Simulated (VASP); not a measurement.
A run of VASP 6.6.1 is set up as follows.

File INCAR:

```
PREC = Accurate ; ENCUT = 500
EDIFF = 1E-6 ; ISMEAR = 0
SIGMA = 0.1 ; LREAL = F
LASPH = T ; NELM = 200
ALGO = Normal ; ISIF = 2
LWAVE = F ; LCHARG = T
ISPIN = 2 ; MAGMOM = 0 2.49 0 0
LORBIT = 11 ; LMAXMIX = 6
GGA = PE ; LELF = T
LVHAR = T ; NBANDS = 32
GGA_COMPAT = F
```

File KPOINTS:

```
Automatic mesh
0
Gamma
  10 10 12
```

POSCAR

```
PrWCl2
1.0
    4.5241758948      0.0000000000      0.0000000000
    0.0000000000      4.5241758948      0.0000000000
    0.0000000000      0.0000000000      4.2256129994
Pr W Cl
1 1 2
Direct
    0.0000000000      0.0000000000      0.0000000000
    0.5000000000      0.5000000000      0.0000000000
    0.5000000000      0.0000000000      0.5000000000
    0.0000000000      0.5000000000      0.5000000000
```

Potentials or basis: VASP PAW PBE potentials, release 64 (Pr_3, W_sv, Cl), 4f in core.

The run is started by

```bash
$ cat potpaw_PBE.64/Pr_3/POTCAR potpaw_PBE.64/W_sv/POTCAR potpaw_PBE.64/Cl/POTCAR > POTCAR
$ mpirun -np 1 vasp_std > vasp.out
```

**Question.** What does it give for the net moment?

**Answer.** 2.82 μB per cell.

**Question.** What does it give for the pressure?

**Answer.** -0.1 GPa.

**Question.** What does it give for the site moments?

**Answer.** Pr -0.06; W +2.12; Cl +0.01 μB.

Caveat: the magnetic or orbital state may not be the lowest.
